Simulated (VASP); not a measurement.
Ru, 2 atoms in the cell. The structure is hexagonal, space group P6_3/mmc (No. 194). The conventional cell has a = 2.619 Å, b = 2.619 Å, c = 4.414 Å, α = 90.00°, β = 90.00°, γ = 120.00°. Ru (site symmetry -6m2) has 12 Ru at 2.62 to 2.68 Å within 3.5 Å.  This cell differs from its parent crystal: volume 13.108 Å^3 an atom, c/a of the conventional cell 1.6857.

- Program: VASP 6.6.1
- Task: single point
- Functional: PBEsol
- Potentials or basis: VASP PAW PBE potentials, release 64 (Ru_pv)
- Cutoff: 520 eV
- k mesh: 21 × 21 × 12
- Occupations: gaussian, width 0.15 eV
- Spin: no spin polarisation
- Dipole correction: no
- Further INCAR settings: ALGO = Fast; EDIFF = 1e-06; NBANDS = 21

Potentials or basis: VASP PAW PBE potentials, release 64 (Ru_pv).

Launch:

```console
$ cat potpaw_PBE.64/Ru_pv/POTCAR > POTCAR
$ mpirun -np 1 vasp_std > vasp.out
```

Hardware: 1 thread of Intel(R) Xeon(R) Platinum 8559C (Emerald Rapids) (shared host).

Estimate the wall time of this run.

It took 79 s on 1 thread of Intel(R) Xeon(R) Platinum 8559C (Emerald Rapids), on a shared host, peak memory 0.25 GiB. Counts: scf iterations 13, k points 336.
